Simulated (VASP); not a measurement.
Input of a VASP 6.6.1 run:

INCAR

```
SYSTEM = KMgPd3
PREC = Accurate
ENCUT = 600
EDIFF = 1E-7
ISMEAR = 0
SIGMA = 0.1
LREAL = .FALSE.
LASPH = .TRUE.
NELM = 120
ALGO = Normal
ISIF = 3
LWAVE = .FALSE.
LCHARG = .FALSE.
GGA = PE
IBRION = 2
NSW = 100
EDIFFG = -0.01
GGA_COMPAT = .FALSE.
NELMIN = 4
```

Contents of KPOINTS:

```
regular mesh
0
G
  8 8 8
  0 0 0
```

Contents of POSCAR:

```
KMgPd3
1.0
    4.8774430525      0.0000000000      0.0000000000
    0.0000000000      4.8774430525      0.0000000000
    0.0000000000      0.0000000000      4.8774430525
K Mg Pd
1 1 3
Direct
    0.5000000000      0.5000000000      0.5000000000
    0.0000000000      0.0000000000      0.0000000000
    0.5000000000      0.0000000000      0.0000000000
    0.0000000000      0.5000000000      0.0000000000
    0.0000000000      0.0000000000      0.5000000000
```

Potentials or basis: VASP PAW PBE potentials, release 64 (K_sv, Mg, Pd).

Run with:

```bash
$ cat potpaw_PBE.64/K_sv/POTCAR potpaw_PBE.64/Mg/POTCAR potpaw_PBE.64/Pd/POTCAR > POTCAR
$ mpirun -np 1 vasp_std > vasp.out
```

(1) Predict the space group after relaxing (to 0.1 Å).

(2) Estimate the relaxed volume.

(3) What does it give for the relaxed cell?

(4) Estimate the band gap on the k mesh.

Answers

(1) Pm-3m (No. 221).

(2) 23.27 Å³/atom.

(3) a = 4.882 Å, b = 4.882 Å, c = 4.882 Å, α = 90.00°, β = 90.00°, γ = 90.00°.

(4) zero (an odd number of electrons rules out a gap without spin polarisation).
